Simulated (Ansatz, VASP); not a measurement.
**Two plane-wave programs on Sn**

```
Sn
1.0
    -2.81610    2.81610    1.53553
     2.81610   -2.81610    1.53553
     2.81610    2.81610   -1.53553
Sn
2
Direct
  0.75000 0.25000 0.50000
  0.00000 0.00000 0.00000
```

Change from the starting cell: strain -0.050 along x and y, -0.050 along z, atoms carried along.

Alike in both runs: task single point; functional PBE; k mesh 22 × 22 × 22; occupations gaussian, width 0.15 eV; no spin polarisation.

|  | VASP | Ansatz |
| --- | --- | --- |
| version | VASP 6.6.1 | Ansatz 0.2.0 |
| potentials or method | VASP PAW PBE potentials, release 64 (Sn_d), cutoff 520 eV | scalar-relativistic, plane waves, PAW |
| valence electrons in the cell | 28 | 28 |

Ansatz gave:

* gap on the k mesh at the Fermi level (eV): none
* pressure (GPa): 10.6
* traceless stress, the component that is largest in VASP (GPa): -0.77

Question: What did VASP give for the same quantities?

Answer: gap on the k mesh at the Fermi level (eV): none; pressure (GPa): 10.6; traceless stress, the component that is largest in VASP (GPa): -0.76.

A gap of «none» marks a metal or a gap that the smearing closes. With one functional, cell and mesh, what is left measures potentials, basis and numerics.
